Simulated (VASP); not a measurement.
Rh, 1 atom in the cell. It takes space group Fm-3m (No. 225, cubic). Conventional cell: a = 3.771 Å, b = 3.771 Å, c = 3.771 Å, α = 90.00°, β = 90.00°, γ = 90.00°. Within 3.5 Å of Rh (site symmetry m-3m) lie 12 Rh at 2.67 Å. 

| Property | Result |
| --- | --- |
| Program | VASP 6.6.1 |
| Task | single point |
| Functional | r2SCAN |
| Potentials or basis | VASP PAW PBE potentials, release 64 (Rh_sv_GW) |
| Cutoff | 680 eV |
| k mesh | 24 × 24 × 24 |
| Occupations | fermi-dirac, width 0.05 eV |
| Spin | no spin polarisation |
| Dipole correction | no |
| Further INCAR settings | ALGO = Normal; EDIFF = 1e-06; NBANDS = 14 |

Potentials or basis: VASP PAW PBE potentials, release 64 (Rh_sv_GW).

The run is started by

```console
$ cat potpaw_PBE.64/Rh_sv_GW/POTCAR > POTCAR
$ cp INCAR.step1 INCAR
$ mpirun -np 1 vasp_std > vasp.out
$ cp INCAR.step2 INCAR
$ mpirun -np 1 vasp_std > vasp.out
```

Hardware: 1 thread of AMD EPYC 9R45 96-Core Processor (Zen 5), on a shared host.

Question: Estimate the wall time of this run.

Answer: Run time: 3.2 min on 1 thread of AMD EPYC 9R45 96-Core Processor (Zen 5), on a shared host, peak memory 0.25 GiB. Counts: k points 413.
